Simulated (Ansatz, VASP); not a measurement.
Os in VASP and in Ansatz

```
Os
1.0
     2.73410    0.00000    0.00000
    -1.36705    2.36780    0.00000
     0.00000    0.00000    4.31970
Os
2
Cartesian
  0.0000 1.5785 1.0799
  1.3670 0.7893 3.2398
```

Alike in both runs: task relaxation of cell and atoms; functional PBE; dispersion D3(BJ); k mesh 18 × 18 × 10; occupations gaussian, width 0.1 eV; no spin polarisation.

|  | VASP | Ansatz |
| --- | --- | --- |
| version | VASP 6.6.1 | Ansatz 0.2.0 |
| potentials or method | VASP PAW PBE potentials, release 64 (Os), cutoff 600 eV | scalar-relativistic, plane waves, PAW |
| valence electrons in the cell | 16 | 32 |

Ansatz gave:

| Quantity | Value |
| --- | --- |
| gap on the k mesh at the Fermi level, each at its own relaxed structure (eV) | none |
| relaxed volume (Å³/atom) | 14.01 |
| relaxed length of the cell vector where the two differ most in proportion (Å) | 2.735 |

Task: Estimate VASP's values.

Result: gap on the k mesh at the Fermi level, each at its own relaxed structure (eV): none; relaxed volume (Å³/atom): 14.02; relaxed length of the cell vector where the two differ most in proportion (Å): 2.736.

A gap of «none» marks a metal or a gap that the smearing closes. VASP's potentials hold 16 valence electrons a cell and Ansatz's 32, so a difference there can come from the potentials and not from the codes.

Neither program's run includes spin-orbit coupling.
